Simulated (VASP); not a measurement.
A run of VASP 6.6.1 is set up as follows.

The input POSCAR:

```
Ca
1.0
   -2.2052049036      2.2052049036      2.1961148100
    2.2052049036     -2.2052049036      2.1961148100
    2.2052049036      2.2052049036     -2.1961148100
Ca
1
Direct
    0.5000000000      0.5000000000      0.0000000000
```

Contents of INCAR.step1:

```
PREC = Accurate ; ENCUT = 600
ISMEAR = -1 ; SIGMA = 0.05
LREAL = False ; LASPH = True
NELM = 60 ; GGA = PE
ALGO = Normal ; EDIFF = 1E-4
LWAVE = True ; LCHARG = False
```

The input INCAR.step2:

```
PREC = Accurate ; ENCUT = 600
EDIFF = 1E-6 ; ISMEAR = -1
SIGMA = 0.05 ; LREAL = False
LASPH = True ; NELM = 60
ALGO = Normal ; ISIF = 3
LWAVE = False ; LCHARG = False
METAGGA = R2SCAN ; LMIXTAU = True
IBRION = 2 ; NSW = 60
EDIFFG = -0.01 ; ISTART = 1
```

KPOINTS

```
Automatic mesh
0
Gamma
  9 9 9
```

Potentials or basis: VASP PAW PBE potentials, release 64 (Ca_sv).

The run is started by

```bash
$ cat potpaw_PBE.64/Ca_sv/POTCAR > POTCAR
$ cp INCAR.step1 INCAR
$ mpirun -np 1 vasp_std > vasp.out
$ cp INCAR.step2 INCAR
$ mpirun -np 1 vasp_std > vasp.out
```

Problem. What does it give for the space group after relaxing (to 0.1 Å)?

Solution. Im-3m (No. 229).

Problem. Estimate the relaxed cell.

Solution. a = 3.837 Å, b = 3.837 Å, c = 3.837 Å, α = 109.37°, β = 109.37°, γ = 109.68°.

Problem. What does it give for the relaxed volume?

Solution. 43.49 Å³/atom.

The path:
```tsv
step	energy change (eV)	largest force (eV/Å)	pressure (GPa)	volume (Å³)
1	0.0000	0.0000	0.33	42.72
2	-0.0008	0.0000	0.10	43.27
3	-0.0008	0.0000	0.00	43.49
```

Caveat: the PAW data sets were made with another functional, which shifts forces and pressure a little.
